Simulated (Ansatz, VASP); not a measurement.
V2N3 in VASP and in Ansatz

```
V N
1.0
     2.94657    0.00000    0.00000
    -1.47329    2.55181    0.00000
     0.00000    0.00000    6.19635
V N
2 3
Cartesian
  1.4733 0.8506 1.8720
  0.0000 1.7012 4.3243
  0.0000 0.0000 3.0982
  0.0000 0.0000 0.6657
  0.0000 0.0000 5.5306
```

Change from the starting cell: strain +0.0600 x Voigt [1, 1, 0, 0, 0, 0], atoms carried along.

Alike in both runs: task single point; functional PBEsol; k mesh 18 × 18 × 8; occupations gaussian, width 0.15 eV; no spin polarisation.

|  | VASP | Ansatz |
| --- | --- | --- |
| version | VASP 6.6.1 | Ansatz 0.2.0 |
| potentials or method | VASP PAW PBE potentials, release 64 (V_sv, N), cutoff 520 eV | scalar-relativistic, plane waves, PAW |
| valence electrons in the cell | 41 | 41 |

VASP gave:

| Item | Value |
| --- | --- |
| gap on the k mesh at the Fermi level (eV) | none |
| pressure (GPa) | -25.4 |
| traceless stress, the component that is largest in VASP (GPa) | 13.85 |
| rms of the force components (eV/Å) | 0.189 |

Which values does Ansatz return?

gap on the k mesh at the Fermi level (eV): none; pressure (GPa): -25.9; traceless stress, the component that is largest in VASP (GPa): 13.49; rms of the force components (eV/Å): 0.162.

VASP's potentials were made for PBE, not for PBEsol. Atom by atom the forces differ by 0.031 eV/Å (rms over components). A gap of «none» marks a metal or a gap that the smearing closes.
